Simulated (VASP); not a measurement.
# Sb (Fm-3m) in VASP: further runs

Aim: see how the results for Sb move with the level of theory and the settings. Levels: RPBE+D4, revPBE+D3(BJ), revPBE+D4, PBEsol, PBE+D3(BJ). Tasks: single point, relaxation of cell and atoms.

Program: VASP 6.6.1. These are calculated values, not measurements. Logs are shortened: lines on timing, memory, paths and dates and some standing lists are left out, and cuts for length are marked.

### Step 1. The cell of the first run

It takes space group Fm-3m (No. 225, cubic). Conventional cell: a = 4.675 Å, b = 4.675 Å, c = 4.675 Å, α = 90.00°, β = 90.00°, γ = 90.00°. Sb (site symmetry m-3m) has 12 Sb at 3.31 Å within 4.3 Å.

### Step 2. Single point, RPBE+D4

File INCAR:

```
PREC = Accurate
ENCUT = 520
EDIFF = 1E-7
ISMEAR = -1
SIGMA = 0.05
LREAL = F
LASPH = T
NELM = 100
ALGO = Normal
ISIF = 2
LWAVE = F
LCHARG = F
GGA = RP
IVDW = 13
NBANDS = 8
```

File KPOINTS:

```
Automatic mesh
0
Gamma
  10 10 10
```

File POSCAR:

```
Sb
1.0
    0.0000000000      2.3372680392      2.3372680392
    2.3372680392      0.0000000000      2.3372680392
    2.3372680392      2.3372680392      0.0000000000
Sb
1
Direct
    0.0000000000      0.0000000000      0.0000000000
```

Potentials or basis: VASP PAW PBE potentials, release 64 (Sb).

Started as:

```bash
$ cat potpaw_PBE.64/Sb/POTCAR > POTCAR
$ mpirun -np 1 vasp_std > vasp.out
```

OUTCAR:

```text
PREC = Accurate
   ENCUT = 520
   EDIFF = 1E-7
   ISMEAR = -1
   LREAL = F
   LASPH = T
   NELM = 100
   ISIF = 2
   GGA = RP
   IVDW = 13

 ion  position               nearest neighbor table
   1  0.000  0.000  0.000-

  LATTYP: Found a face centered cubic cell.
 ALAT       =     4.6745360784

  Lattice vectors:

 A1 = (   0.0000000000,   2.3372680392,   2.3372680392)
 A2 = (   2.3372680392,   0.0000000000,   2.3372680392)
 A3 = (   2.3372680392,   2.3372680392,   0.0000000000)

Analysis of symmetry for initial positions (statically):
=====================================================================
 Subroutine PRICEL returns:
 Original cell was already a primitive cell.

 Routine SETGRP: Setting up the symmetry group for a
 face centered cubic supercell.

 Subroutine GETGRP returns: Found 48 space group operations
 (whereof 48 operations were pure point group operations)
 out of a pool of 48 trial point group operations.

The static configuration has the point symmetry O_h .

Analysis of symmetry for dynamics (positions and initial velocities):
=====================================================================
 Subroutine PRICEL returns:
 Original cell was already a primitive cell.

 Routine SETGRP: Setting up the symmetry group for a
 face centered cubic supercell.

 Subroutine GETGRP returns: Found 48 space group operations
 (whereof 48 operations were pure point group operations)
 out of a pool of 48 trial point group operations.

The dynamic configuration has the point symmetry O_h .

 Subroutine INISYM returns: Found 48 space group operations
 (whereof 48 operations are pure point group operations),
 and found     1 'primitive' translations

----------------------------------------------------------------------------------------

                                     Primitive cell

  volume of cell :      25.5362

  direct lattice vectors                    reciprocal lattice vectors
     0.000000000  2.337268039  2.337268039    -0.213924972  0.213924972  0.213924972
     2.337268039  0.000000000  2.337268039     0.213924972 -0.213924972  0.213924972
     2.337268039  2.337268039  0.000000000     0.213924972  0.213924972 -0.213924972

  length of vectors
     3.305396160  3.305396160  3.305396160     0.370528921  0.370528921  0.370528921

  position of ions in fractional coordinates (direct lattice)
     0.000000000  0.000000000  0.000000000

[... 75 lines left out ...]
   EDIFF  = 0.1E-06   stopping-criterion for ELM
   LREAL  =      F    real-space projection
   EDIFFG = 0.1E-05   stopping-criterion for IOM
   NSW    =      0    number of steps for IOM
   IBRION =     -1    ionic relax: 0-MD 1-quasi-New 2-CG
   NFREE  =      0    steps in history (QN), initial steepest desc. (CG)
   ISIF   =      2    stress and relaxation
   ISYM   =      2    0-nonsym 1-usesym 2-fastsym
   POTIM  = 0.5000    time-step for ionic-motion
   TEBEG  =    0.0;   TEEND  =   0.0 temperature during run
   PSTRESS=    0.0 pullay stress
   NELECT =       5.0000    total number of electrons
   NUPDOWN=      -1.0000    fix difference up-down
   EMIN   =  10.00;   EMAX   =-10.00  energy-range for DOS
   EFERMI =   0.00;   METHOD = LEGACY
   ISMEAR =    -1;   SIGMA  =   0.05  broadening in eV -4-tet -1-fermi 0-gaus
   EFERMI_NEDOS =   21; number of points for ismear=-14 and -15
   IALGO  =     38    algorithm
   IMIX   =      4    mixing-type and parameters
     AMIX     =   0.40;   BMIX     =  1.00
     AMIX_MAG =   1.60;   BMIX_MAG =  1.00
  volume/ion in A,a.u.               =      25.54       172.33
  Fermi-wavevector in a.u.,A,eV,Ry     =   0.950633  1.796436 12.295632  0.903703
  Thomas-Fermi vector in A             =   2.079028
   LORBIT       =      0    0 simple, 1 ext, 2 COOP (PROOUT), +10 PAW based schemes
   GGA     = RP    functional components
   LHFCALC =     F    Hartree Fock is set to
   AEXX    =    0.0000 exact exchange contribution
   IVDW    =    13    specifies the selected vdW correction
   LEPSILON=     F    determine dielectric tensor
   LRPA    =     F    only Hartree local field effects (RPA)
 non-spin polarized calculation
  energy-cutoff  :      520.00
  volume of cell :       25.54
 maximum number of plane-waves:       701
 NGX is ok and might be reduce to    28
   NGX = 13   NGY = 13   NGZ = 13

 number of electron       5.0000000 magnetization

 Free energy of the ion-electron system (eV)
  ---------------------------------------------------
  ext. energy  EPLUGINS =         0.00000000
  ---------------------------------------------------
  free energy    TOTEN  =        -3.39733249 eV

  energy without entropy =       -3.39072161  energy(sigma->0) =       -3.39402705

 E-fermi :   9.3091     XC(G=0): -10.4341

 val. band max:        9.2203975336   @ k =  -0.4000   0.4000   0.1000
 cond. band min:       9.3101279928   @ k =  -0.2000   0.2000   0.0000
 fundamental gap:      0.0897304591
 Fermi energy:         9.3091150284

 k-point     1 :       0.0000    0.0000    0.0000
  band No.  band energies     occupation
      1      -4.0112      2.00000
      2      15.0855      0.00000
      3      15.0855      0.00000
      4      15.0855      0.00000
      5      19.4201      0.00000
      6      19.4201      0.00000
      7      19.4201      0.00000
      8      19.5104      0.00000
[... 243 lines left out ...]
 k-point    24 :       0.4000    0.3000    0.0000
  band No.  band energies     occupation
      1      -0.5445      2.00000
      2       7.2888      2.00000
      3       9.5595      0.01329
      4      10.5424      0.00000
      5      14.4658      0.00000
      6      15.7765      0.00000
      7      24.4359      0.00000
      8      25.2445      0.00000

 [... further k-points ...]

------------------------ aborting loop because EDIFF is reached ----------------------------------------

  DFT-D4 for vdW energy calculation

  Edisp (eV):   -1.11980

  FORCE on cell =-STRESS in cart. coord.  units (eV):
  Direction    XX          YY          ZZ          XY          YZ          ZX
  --------------------------------------------------------------------------------------
  -------------------------------------------------------------------------------------
  Total      -0.03718    -0.03718    -0.03718     0.00000     0.00000     0.00000
  in kB      -2.33243    -2.33243    -2.33243     0.00000     0.00000     0.00000
  external pressure =       -2.33 kB  Pullay stress =        0.00 kB

 VOLUME and BASIS-vectors are now :
 -----------------------------------------------------------------------------
  energy-cutoff  :      520.00
  volume of cell :       25.54
      direct lattice vectors                 reciprocal lattice vectors
     0.000000000  2.337268039  2.337268039    -0.213924972  0.213924972  0.213924972
     2.337268039  0.000000000  2.337268039     0.213924972 -0.213924972  0.213924972
     2.337268039  2.337268039  0.000000000     0.213924972  0.213924972 -0.213924972

 POSITION                                       TOTAL-FORCE (eV/Angst)
 -----------------------------------------------------------------------------------
      0.00000      0.00000      0.00000        -0.000000     -0.000000     -0.000000
 -----------------------------------------------------------------------------------
    total drift:                                0.000000     -0.000000     -0.000000

  FREE ENERGIE OF THE ION-ELECTRON SYSTEM (eV)
  ---------------------------------------------------
  free  energy   TOTEN  =        -4.5171344048 eV

  energy  without entropy=       -4.5105235206  energy(sigma->0) =       -4.51382896
```

It took 10 s on 1 thread of AMD EPYC 7R43 (Zen 3), shared host; peak memory 0.12 GiB.

What came out:

```yaml
Free_energy: -4.5171 eV
Pressure: -0.2 GPa
Dispersion_energy_per_atom: -1.120 eV
```

Caveat: the PAW data sets were made with another functional, which shifts forces and pressure a little; spin-orbit coupling is left out, which moves the levels of the heavy elements; pairwise dispersion overbinds metals, which lowers pressure and volume.

### Step 3. Single point, revPBE+D3(BJ)

This run uses another cell than the first one, of 25.29 Å³/atom, 0.990 times its volume.

File INCAR:

```
ALGO = Normal
EDIFF = 1E-6
ENCUT = 520
GGA = RE
ISIF = 2
ISMEAR = -1
IVDW = 12
LASPH = True
LCHARG = False
LREAL = False
LWAVE = False
NBANDS = 8
NELM = 60
PREC = Accurate
SIGMA = 0.05
```

File KPOINTS:

```
k-points
0
Gamma
  10 10 10
```

File POSCAR:

```
Sb
1.0
    0.0000000000      2.3297381315      2.3297381315
    2.3297381315      0.0000000000      2.3297381315
    2.3297381315      2.3297381315      0.0000000000
Sb
1
Direct
    0.0000000000      0.0000000000      0.0000000000
```

Potentials or basis: VASP PAW PBE potentials, release 64 (Sb).

Started as:

```bash
$ cat potpaw_PBE.64/Sb/POTCAR > POTCAR
$ mpirun -np 1 vasp_std > vasp.out
```

Run time: 8.1 s. Hardware: 1 thread of AMD EPYC 7R43 (Zen 3), shared host; peak memory 0.12 GiB.

It converged, with:

```
Free energy                : -4.4976 eV
Pressure                   : -0.2 GPa
Dispersion energy per atom : -1.048 eV
```

Levels at points of the mesh, in eV from the Fermi level:
```csv
k point,band 1,band 2,band 3,band 4,band 5
"(0.00, 0.00, 0.00)",-13.40,5.84,5.84,5.84,10.16
"(0.50, 0.00, 0.00)",-9.28,-6.21,3.98,3.98,8.60
"(0.50, 0.50, 0.00)",-7.46,-5.25,0.42,0.42,4.22
```

Caveat: the PAW data sets were made with another functional, which shifts forces and pressure a little; spin-orbit coupling is left out, which moves the levels of the heavy elements; pairwise dispersion overbinds metals, which lowers pressure and volume.

### Step 4. Single point, revPBE+D4

This run uses another cell than the first one, of 25.68 Å³/atom, 1.006 times its volume.

File INCAR:

```
  PREC = Accurate
  ENCUT = 520
  EDIFF = 1E-7
  ISMEAR = -1
  SIGMA = 0.05
  LREAL = False
  LASPH = True
  NELM = 100
  ALGO = Normal
  ISIF = 2
  LWAVE = False
  LCHARG = False
  GGA = RE
  IVDW = 13
  NBANDS = 8
```

File KPOINTS:

```
Automatic mesh
0
Gamma
  10 10 10
```

File POSCAR:

```
Sb
1.0
    0.0000000000      2.3417126721      2.3417126721
    2.3417126721      0.0000000000      2.3417126721
    2.3417126721      2.3417126721      0.0000000000
Sb
1
Direct
    0.0000000000      0.0000000000      0.0000000000
```

Started as:

```bash
$ cat potpaw_PBE.64/Sb/POTCAR > POTCAR
$ mpirun -np 1 vasp_std > vasp.out
```

Wall time 10 s (1 thread of AMD EPYC 7R43 (Zen 3), shared host); peak memory 0.12 GiB.

It converged, with:

* Free energy: -4.3984 eV
* Pressure: -0.2 GPa
* Dispersion energy per atom: -0.934 eV

Levels at points of the mesh, in eV from the Fermi level:
| k point | band 1 | band 2 | band 3 | band 4 | band 5 | band 6 |
| --- | --- | --- | --- | --- | --- | --- |
| (0.00, 0.00, 0.00) | -13.27 | 5.72 | 5.72 | 5.72 | 10.10 | 10.10 |
| (0.50, 0.00, 0.00) | -9.24 | -6.11 | 3.90 | 3.90 | 8.49 | 9.21 |
| (0.50, 0.50, 0.00) | -7.47 | -5.16 | 0.42 | 0.42 | 4.20 | 4.58 |

Caveat: the PAW data sets were made with another functional, which shifts forces and pressure a little; spin-orbit coupling is left out, which moves the levels of the heavy elements; pairwise dispersion overbinds metals, which lowers pressure and volume.

### Step 5. Single point, PBEsol

This run uses another cell than the first one, of 26.67 Å³/atom, 1.044 times its volume.

File INCAR:

```
SYSTEM = Sb
PREC     = Accurate       ! precision mode
ENCUT    = 520            ! plane-wave cutoff, eV
EDIFF    = 1E-7           ! SCF threshold, eV
ISMEAR   = -1             ! smearing method
SIGMA    = 0.03           ! smearing width, eV
LREAL    = .False.        ! projectors in reciprocal space
LASPH    = .True.         ! aspherical terms in the spheres
NELM     = 100            ! most SCF steps
ALGO     = Normal         ! electronic algorithm
ISIF     = 2              ! what is computed and relaxed
LWAVE    = .False.        ! write WAVECAR
LCHARG   = .False.        ! write CHGCAR
GGA      = PS             ! functional
NBANDS   = 8              ! bands
```

File KPOINTS:

```
Automatic mesh
0
Gamma
  6 6 6
  0 0 0
```

File POSCAR:

```
Sb
1.0
    0.0000000000      2.3712425216      2.3712425216
    2.3712425216      0.0000000000      2.3712425216
    2.3712425216      2.3712425216      0.0000000000
Sb
1
Direct
    0.0000000000      0.0000000000      0.0000000000
```

Started as:

```bash
$ cat potpaw_PBE.64/Sb/POTCAR > POTCAR
$ mpirun -np 1 vasp_std > vasp.out
```

It took 3.9 s on 1 thread of AMD EPYC 7R43 (Zen 3), shared host; peak memory 0.12 GiB.

It converged, with:

| Quantity | Value |
| --- | --- |
| Free energy | -4.3307 eV |
| Pressure | -1.3 GPa |

Levels at points of the mesh, in eV from the Fermi level:
```tsv
k point	band 1	band 2	band 3	band 4	band 5	band 6	band 7
(0.00, 0.00, 0.00)	-13.24	5.16	5.16	5.16	9.80	9.80	9.80
(0.50, 0.00, 0.00)	-9.43	-6.11	3.45	3.45	8.02	8.93	8.93
(0.50, 0.50, 0.00)	-7.78	-5.20	0.15	0.15	3.92	4.39	17.49
```

Caveat: the k points lie up to 0.38 Å⁻¹ apart; the PAW data sets were made with another functional, which shifts forces and pressure a little; spin-orbit coupling is left out, which moves the levels of the heavy elements.

### Step 6. Relaxation of cell and atoms, PBE+D3(BJ)

This run uses another cell than the first one, of 26.67 Å³/atom, 1.044 times its volume.

File INCAR:

```
SYSTEM = Sb
ALGO = Normal
EDIFF = 1E-7
EDIFFG = -0.01
ENCUT = 600
GGA = PE
IBRION = 2
ISIF = 3
ISMEAR = -1
IVDW = 12
LASPH = .TRUE.
LCHARG = .FALSE.
LREAL = .FALSE.
LWAVE = .FALSE.
NELM = 60
NSW = 60
PREC = Accurate
SIGMA = 0.05
```

File KPOINTS:

```
k-points
0
G
  10 10 10
  0 0 0
```

POSCAR is that of step 5.

Potentials or basis: VASP PAW PBE potentials, release 64 (Sb).

Started as:

```bash
$ cat potpaw_PBE.64/Sb/POTCAR > POTCAR
$ mpirun -np 1 vasp_std > vasp.out
```

It took 43 s on 1 thread of AMD EPYC 7R13, shared host; peak memory 0.14 GiB.

It converged, with:

- Free energy: -4.3523 eV
- Relaxed volume: 26.03 Å³/atom
- Relaxed cell: a = 3.326 Å, b = 3.326 Å, c = 3.326 Å, α = 60.00°, β = 60.00°, γ = 60.00°
- Space group after relaxing (to 0.05 Å): Fm-3m (No. 225)
- Energy gained by relaxing: 2.9 meV/atom
- Ionic steps: 3
- Pressure after relaxing: 0.0 GPa
- Dispersion energy per atom: -0.543 eV

Step by step:
```tsv
step	energy change (eV)	largest force (eV/Å)	pressure (GPa)	volume (Å³)
1	0.0000	0.0000	-1.43	26.67
2	-0.0024	0.0000	0.67	25.76
3	-0.0029	0.0000	0.00	26.03
```

Final structure:
```
Sb
1.0
     0.00000    2.35211    2.35211
     2.35211    0.00000    2.35211
     2.35211    2.35211    0.00000
Sb
1
Direct
  0.00000 0.00000 0.00000
```

Levels at points of the mesh, in eV from the Fermi level:
```
           k point  band 1  band 2  band 3  band 4  band 5  band 6
(0.00, 0.00, 0.00)  -13.17    5.60    5.60    5.60   10.09   10.09
(0.50, 0.00, 0.00)   -9.22   -6.01    3.82    3.82    8.42    9.21
(0.50, 0.50, 0.00)   -7.50   -5.08    0.41    0.41    4.20    4.62
```

Caveat: spin-orbit coupling is left out, which moves the levels of the heavy elements; pairwise dispersion overbinds metals, which lowers pressure and volume.

### Step 7. Summary

| task | level | cell | k mesh | cutoff (eV) | smearing | gap on the mesh (eV) | pressure (GPa) |
| --- | --- | --- | --- | --- | --- | --- | --- |
| single point | RPBE+D4 | a = 3.305 Å, angles 60.0°, 1 atom | 10 × 10 × 10 | 520 | fermi-dirac 0.05 eV | none | -0.2 |
| single point | revPBE+D3(BJ) | a = 3.295 Å, angles 60.0°, 1 atom | 10 × 10 × 10 | 520 | fermi-dirac 0.05 eV | none | -0.2 |
| single point | revPBE+D4 | a = 3.312 Å, angles 60.0°, 1 atom | 10 × 10 × 10 | 520 | fermi-dirac 0.05 eV | none | -0.2 |
| single point | PBEsol | a = 3.353 Å, angles 60.0°, 1 atom | 6 × 6 × 6 | 520 | fermi-dirac 0.03 eV | none | -1.3 |
| relaxation of cell and atoms | PBE+D3(BJ) | relaxed from a = 3.353 Å, angles 60.0°, 1 atom | 10 × 10 × 10 | 600 | fermi-dirac 0.05 eV | none | 0.0 |

Alike in all rows: potentials or basis VASP PAW PBE potentials, release 64 (Sb); no spin polarisation.

Caveats: some runs use coarse meshes; spin-orbit coupling is left out, which moves the levels of the heavy elements; the PAW data sets were made with another functional, which shifts forces and pressure a little (some runs); pairwise dispersion overbinds metals, which lowers pressure and volume (some runs).

Absolute energies hang on the potentials; compare differences alone.
